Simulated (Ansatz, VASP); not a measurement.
**WSe2: VASP beside Ansatz**

INCAR

```
SYSTEM = WSe2
  PREC = Accurate
  ENCUT = 520
  EDIFF = 1E-7
  ISMEAR = 0
  SIGMA = 0.05
  LREAL = .FALSE.
  LASPH = .TRUE.
  NELM = 100
  ALGO = Normal
  ISIF = 2
  LWAVE = .FALSE.
  LCHARG = .FALSE.
  GGA = PE
  IVDW = 12
  NBANDS = 20
```

Contents of KPOINTS:

```
Automatic mesh
0
G
  9 9 4
  0 0 0
```

File POSCAR:

```
WSe2
1.0
    3.2329475091      0.0000000000      0.0000000000
   -1.6164737546      2.7998146720      0.0000000000
    0.0000000000      0.0000000000      7.2065632926
W Se
1 2
Direct
    0.0000000000      0.0000000000      0.0000000000
    0.3333333333      0.6666666667      0.2643480231
    0.3333333333      0.6666666667      0.7356519769
```

Input for Ansatz:

```yaml
crystal:
  lattice:
    - [3.2329475091, 0.0, 0.0]
    - [-1.6164737546, 2.799814672, 0.0]
    - [0.0, 0.0, 7.2065632926]
  atoms:
    - { symbol: W, position: [0.0, 0.0, 0.0] }
    - { symbol: Se, position: [0.3333333333, 0.6666666667, 0.2643480231] }
    - { symbol: Se, position: [0.3333333333, 0.6666666667, 0.7356519769] }
basis:
  ecutwfc: 420
kpoints:
  mp_grid: { grid: [9, 9, 4] }
hamiltonian:
  xc: pbe
  pseudopotentials: { kind: paw, azcp: { folder: soft_1 } }
  dispersion: d3bj
scf:
  occupations: { method: gaussian, width: 0.05 }
output:
  forces: true
  stress: true
  eigenvalues: true
```

Alike in both runs: task single point; functional PBE; dispersion D3(BJ); k mesh 9 × 9 × 4; occupations gaussian, width 0.05 eV; no spin polarisation.

```csv
,VASP,Ansatz
version,VASP 6.6.1,Ansatz 0.2.0
potentials or method,"VASP PAW PBE potentials, release 64 (W_sv, Se), cutoff 520 eV","scalar-relativistic, plane waves, PAW"
valence electrons in the cell,26,46
```

|  | VASP | Ansatz | Ansatz less VASP |
| --- | --- | --- | --- |
| gap on the k mesh at the Fermi level (eV) | 0.63 | 0.63 | 0.000 |
| least direct gap on the mesh (eV) | 1.31 | 1.31 | 0.000 |
| pressure (GPa) | -11.0 | -11.2 | -0.18 |
| traceless stress, the component that is largest in VASP (GPa) | -12.79 | -12.85 | -0.061 |
| rms of the force components (eV/Å) | 1.291 | 1.303 | +0.0123 |

Atom by atom the forces differ by 0.012 eV/Å (rms over components). VASP's potentials hold 26 valence electrons a cell and Ansatz's 46, so a difference there can come from the potentials and not from the codes.

Neither program's run includes spin-orbit coupling.
